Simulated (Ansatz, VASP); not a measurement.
# Two plane-wave programs on HgTe

```
CELL_PARAMETERS angstrom
0.00000 3.27185 3.12679
3.27185 0.00000 3.12679
3.27185 3.27185 0.00000
ATOMIC_POSITIONS crystal
Hg 0.00000 0.00000 0.00000
Te 0.75000 0.75000 0.75000
```

Change from the starting cell: strain +0.015 along x and y, -0.030 along z, atoms carried along.

Alike in both runs: task single point; functional r2SCAN; k mesh 14 × 14 × 14; occupations gaussian, width 0.15 eV; no spin polarisation.

```csv
,VASP,Ansatz
version,VASP 6.6.1,Ansatz 0.2.0
potentials or method,"VASP PAW PBE potentials, release 64 (Hg, Te), cutoff 520 eV","scalar-relativistic, plane waves, PAW"
valence electrons in the cell,18,36
```

```tsv
	VASP	Ansatz	Ansatz less VASP
gap on the k mesh at the Fermi level (eV)	none	none	-
pressure (GPa)	2.8	2.7	-0.08
traceless stress, the component that is largest in VASP (GPa)	0.37	0.36	-0.003
```

VASP's potentials were made for PBE, not for r2SCAN. A gap of «none» marks a metal or a gap that the smearing closes. With one functional, cell and mesh, what is left measures potentials, basis and numerics. VASP's potentials hold 18 valence electrons a cell and Ansatz's 36, so a difference there can come from the potentials and not from the codes.

Neither program's run includes spin-orbit coupling.
